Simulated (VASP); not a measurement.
Write the native input for VASP 6.6.1 that does the following.

```
Task                   : relaxation of cell and atoms
Functional             : PBE
Potentials or basis    : VASP PAW PBE potentials, release 64 (B, Ru_pv)
Cutoff                 : 600 eV
k mesh                 : 10 × 10 × 14
Occupations            : gaussian, width 0.1 eV
Spin                   : no spin polarisation
Dipole correction      : no
Further INCAR settings : ALGO = Normal; EDIFF = 1e-06; IBRION = 2; EDIFFG = -0.01; NSW = 100; ISIF = 3
```

The structure of B4Ru lies in POSCAR:

```
B4Ru
1.0
    2.3723192148     -3.2051680312      0.0000000000
    2.3723192148      3.2051680312      0.0000000000
    0.0000000000      0.0000000000      2.8341321385
B Ru
4 1
Direct
    0.8490967573      0.1509032427      0.5000000000
    0.1671863741      0.1671863741      0.0000000000
    0.8328136259      0.8328136259      0.0000000000
    0.1509032427      0.8490967573      0.5000000000
    0.5000000000      0.5000000000      0.5000000000
```

These files were run (other wordings do the same):

INCAR

```
SYSTEM = B4Ru
  ALGO = Normal
  EDIFF = 1E-6
  EDIFFG = -0.01
  ENCUT = 600
  GGA = PE
  IBRION = 2
  ISIF = 3
  ISMEAR = 0
  LASPH = .TRUE.
  LCHARG = .FALSE.
  LREAL = .FALSE.
  LWAVE = .FALSE.
  NELM = 60
  NSW = 100
  PREC = Accurate
  SIGMA = 0.1
```

KPOINTS

```
k-points
0
G
  10 10 14
  0 0 0
```

Potentials or basis: VASP PAW PBE potentials, release 64 (B, Ru_pv).

Launch:

```bash
$ cat potpaw_PBE.64/B/POTCAR potpaw_PBE.64/Ru_pv/POTCAR > POTCAR
$ mpirun -np 1 vasp_std > vasp.out
```

It gave:

The energy gained by relaxing is 0.1 meV/atom, the ionic steps are 6 and the pressure after relaxing is -0.1 GPa. The largest force after relaxing is 0.003 eV/Å and the band gap on the k mesh is zero (band 13 reaches 8.95 eV, above the bottom of band 14 at 7.74 eV).

It took 9.2 min on 1 thread of Intel Xeon 6975P-C, on a shared host, peak memory 0.34 GiB.
